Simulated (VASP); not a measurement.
# Al (Pm-3m) in VASP: further runs, part 2 of 2

VASP 6.6.1. The steps go on from the part before.

## (4) Single point, r2SCAN (22.20 Å³/atom)

This run uses another cell than the first one, of 22.20 Å³/atom.

File POSCAR:

```
Al
1.0
    2.8102939202      0.0000000000      0.0000000000
    0.0000000000      2.8102939202      0.0000000000
    0.0000000000      0.0000000000      2.8102939202
Al
1
Direct
    0.0000000000      0.0000000000      0.0000000000
```

File INCAR.step1:

```
PREC     = Accurate       # precision mode
ENCUT    = 520            # plane-wave cutoff, eV
ISMEAR   = -1             # smearing method
SIGMA    = 0.1            # smearing width, eV
LREAL    = F              # projectors in reciprocal space
LASPH    = T              # aspherical terms in the spheres
NELM     = 80             # most SCF steps
NBANDS   = 8              # bands
GGA      = PE             # functional
ALGO     = Normal         # electronic algorithm
EDIFF    = 1E-4           # SCF threshold, eV
LWAVE    = T              # write WAVECAR
LCHARG   = F              # write CHGCAR
```

File INCAR.step2:

```
PREC     = Accurate       # precision mode
ENCUT    = 520            # plane-wave cutoff, eV
EDIFF    = 1E-6           # SCF threshold, eV
ISMEAR   = -1             # smearing method
SIGMA    = 0.1            # smearing width, eV
LREAL    = F              # projectors in reciprocal space
LASPH    = T              # aspherical terms in the spheres
NELM     = 80             # most SCF steps
ALGO     = Normal         # electronic algorithm
ISIF     = 2              # what is computed and relaxed
LWAVE    = F              # write WAVECAR
LCHARG   = F              # write CHGCAR
METAGGA  = R2SCAN         # meta-GGA
LMIXTAU  = T            
NBANDS   = 8              # bands
ISTART   = 1
```

File KPOINTS:

```
regular mesh
0
Gamma
  13 13 13
```

Potentials or basis: VASP PAW PBE potentials, release 64 (Al).

The run is started by

```console
> cat potpaw_PBE.64/Al/POTCAR > POTCAR
> cp INCAR.step1 INCAR
> mpirun -np 1 vasp_std > vasp.out
> cp INCAR.step2 INCAR
> mpirun -np 1 vasp_std > vasp.out
```

OUTCAR:

```text
PREC = Accurate
   ENCUT = 520
   EDIFF = 1E-6
   ISMEAR = -1
   LREAL = F
   LASPH = T
   NELM = 80
   ISIF = 2
   METAGGA = R2SCAN
   ISTART = 1

 ion  position               nearest neighbor table
   1  0.000  0.000  0.000-

  LATTYP: Found a simple cubic cell.
 ALAT       =     2.8102939202

  Lattice vectors:

 A1 = (   2.8102939202,   0.0000000000,   0.0000000000)
 A2 = (   0.0000000000,   2.8102939202,   0.0000000000)
 A3 = (   0.0000000000,   0.0000000000,   2.8102939202)

Analysis of symmetry for initial positions (statically):
=====================================================================
 Subroutine PRICEL returns:
 Original cell was already a primitive cell.

 Routine SETGRP: Setting up the symmetry group for a
 simple cubic supercell.

 Subroutine GETGRP returns: Found 48 space group operations
 (whereof 48 operations were pure point group operations)
 out of a pool of 48 trial point group operations.

The static configuration has the point symmetry O_h .

[... 152 lines left out ...]
  ext. energy  EPLUGINS =         0.00000000
  ---------------------------------------------------
  free energy    TOTEN  =        -6.23882312 eV

  energy without entropy =       -6.21938128  energy(sigma->0) =       -6.22910220

 E-fermi :   4.8237     XC(G=0):  -9.6312

 val. band max:        4.7824794857   @ k =   0.3077   0.0769   0.0769
 cond. band min:       4.8525417172   @ k =   0.3846   0.3846   0.0769
 fundamental gap:      0.0700622315
 Fermi energy:         4.8236584571

 k-point     1 :       0.0000    0.0000    0.0000
  band No.  band energies     occupation
      1      -4.7277      2.00000
      2      13.0102      0.00000
      3      13.0102      0.00000
      4      13.8846      0.00000
      5      13.8846      0.00000
      6      13.8846      0.00000
      7      20.6898      0.00000
      8      28.8393      0.00000
[... 243 lines left out ...]
 k-point    24 :       0.3846    0.3077    0.0000
  band No.  band energies     occupation
      1      -0.0601      2.00000
      2       4.3493      1.98273
      3       7.4734      0.00000
      4      12.1328      0.00000
      5      17.7708      0.00000
      6      20.3383      0.00000
      7      22.0161      0.00000
      8      24.4401      0.00000

 [... further k-points ...]
[... 5 lines left out ...]
  --------------------------------------------------------------------------------------
  -------------------------------------------------------------------------------------
  Total       -0.7438187     -0.7438187     -0.7438187     -0.0000000     -0.0000000     -0.0000000
  in kB      -53.6935926    -53.6935926    -53.6935926     -0.0000000     -0.0000000     -0.0000000
  external PRESSURE =     -53.6935926 kB  Pullay stress =       0.0000000 kB

 VOLUME and BASIS-vectors are now :
 -----------------------------------------------------------------------------
  energy-cutoff  :      520.00
  volume of cell :       22.20
      direct lattice vectors                 reciprocal lattice vectors
     2.810293920  0.000000000  0.000000000     0.355834667  0.000000000  0.000000000
     0.000000000  2.810293920  0.000000000     0.000000000  0.355834667  0.000000000
     0.000000000  0.000000000  2.810293920     0.000000000  0.000000000  0.355834667

 POSITION                                       TOTAL-FORCE (eV/Angst)
 -----------------------------------------------------------------------------------
      0.00000      0.00000      0.00000         0.000000      0.000000      0.000000
 -----------------------------------------------------------------------------------
    total drift:                                0.000000     -0.000000     -0.000000

  FREE ENERGIE OF THE ION-ELECTRON SYSTEM (eV)
  ---------------------------------------------------
  free  energy   TOTEN  =        -6.2388231218 eV

  energy  without entropy=       -6.2193812755  energy(sigma->0) =       -6.22910220
```

OSZICAR.step1:

```text
N       E                     dE             d eps       ncg     rms          rms(c)
DAV:   1    -0.207306023231E+01   -0.20731E+01   -0.78883E+02  1352   0.196E+02
DAV:   2    -0.334423058197E+01   -0.12712E+01   -0.12350E+01  1744   0.166E+01
DAV:   3    -0.335399310194E+01   -0.97625E-02   -0.97603E-02  1728   0.159E+00
DAV:   4    -0.335402813340E+01   -0.35031E-04   -0.35032E-04  1920   0.911E-02
DAV:   5    -0.335402835831E+01   -0.22491E-06   -0.22541E-06  1768   0.503E-03    0.901E-01
DAV:   6    -0.335013045048E+01    0.38979E-02   -0.25247E-03  1656   0.195E-01    0.528E-01
DAV:   7    -0.334751079891E+01    0.26197E-02   -0.64079E-03  1624   0.304E-01    0.902E-02
DAV:   8    -0.334752118295E+01   -0.10384E-04   -0.50667E-05  1560   0.445E-02
   1 F= -.33475212E+01 E0= -.33370577E+01  d E =-.209270E-01
```

Run time: 39 s. Hardware: 1 thread of Intel Xeon 8259CL, shared host; peak memory 0.14 GiB.

Results:

| Item | Value |
| --- | --- |
| Free energy | -6.2388 eV |
| Pressure | -5.4 GPa |
| Band gap on the k mesh | zero (an odd number of electrons rules out a gap without spin polarisation) |

Levels at points of the mesh, in eV from the Fermi level:
```tsv
k point	band 1	band 2	band 3	band 4	band 5
(0.00, 0.00, 0.00)	-9.55	8.19	8.19	9.06	9.06
```

Caveat: the cell stands under tension; the PAW data sets were made with another functional, which shifts forces and pressure a little.

## (5) Summary

| cell | gap on the mesh (eV) | pressure (GPa) |
| --- | --- | --- |
| a = 2.742 Å, 1 atom | none | -2.2 |
| a = 2.776 Å, 1 atom | none | -4.0 |
| a = 2.810 Å, 1 atom | none | -5.4 |

Alike in all rows: task single point; level r2SCAN; potentials or basis VASP PAW PBE potentials, release 64 (Al); no spin polarisation; k mesh 13 × 13 × 13; cutoff (eV) 520; smearing fermi-dirac 0.1 eV.

Caveats: the PAW data sets were made with another functional, which shifts forces and pressure a little; the cell stands under tension (at least some runs).

Total energies depend on the potentials used, so only differences within one code and one set of settings carry meaning.
